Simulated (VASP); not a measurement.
Wanted: the native input for a VASP 6.6.1 run.

```
Task                   : single point
Functional             : PBEsol
Potentials or basis    : VASP PAW PBE potentials, release 64 (Zr_sv, Fe, Co)
Cutoff                 : 520 eV
k mesh                 : 8 × 8 × 8
Occupations            : gaussian, width 0.1 eV
Spin                   : no spin polarisation
Dipole correction      : no
Further INCAR settings : ALGO = Normal; EDIFF = 1e-06; NBANDS = 42
```

The structure of Zr4FeCo lies in POSCAR:

```
Zr4FeCo
1.0
   -3.0545330162      3.0545330162      2.9310955659
    3.0545330162     -3.0545330162      2.9310955659
    3.0545330162      3.0545330162     -2.9310955659
Zr Fe Co
4 1 1
Direct
    0.9407382589      0.4407382589      0.8814765178
    0.5592617411      0.0592617411      0.1185234822
    0.0592617411      0.9407382589      0.5000000000
    0.4407382589      0.5592617411      0.5000000000
    0.5000000000      0.5000000000      0.0000000000
    0.0000000000      0.0000000000      0.0000000000
```

This cell differs from its parent crystal: strained.

One way to write it, as run:

INCAR

```
PREC = Accurate ; ENCUT = 520
EDIFF = 1E-6 ; ISMEAR = 0
SIGMA = 0.1 ; LREAL = F
LASPH = T ; NELM = 100
ALGO = Normal ; ISIF = 2
LWAVE = F ; LCHARG = T
GGA = PS ; LELF = T
LVHAR = T ; NBANDS = 42
```

KPOINTS

```
regular mesh
0
Gamma
  8 8 8
```

Potentials or basis: VASP PAW PBE potentials, release 64 (Zr_sv, Fe, Co).

The run is started by

```console
$ cat potpaw_PBE.64/Zr_sv/POTCAR potpaw_PBE.64/Fe/POTCAR potpaw_PBE.64/Co/POTCAR > POTCAR
$ mpirun -np 1 vasp_std > vasp.out
```

Results of the run:

The pressure is 0.4 GPa and the largest force is 0.797 eV/Å.

Caveat: the cell differs from its parent crystal (strained); the PAW data sets were made with another functional, which shifts forces and pressure a little.

Wall time 3.3 min on 1 thread of Intel(R) Xeon(R) 6975P-C (Granite Rapids), on a shared host, peak memory 0.4 GiB.
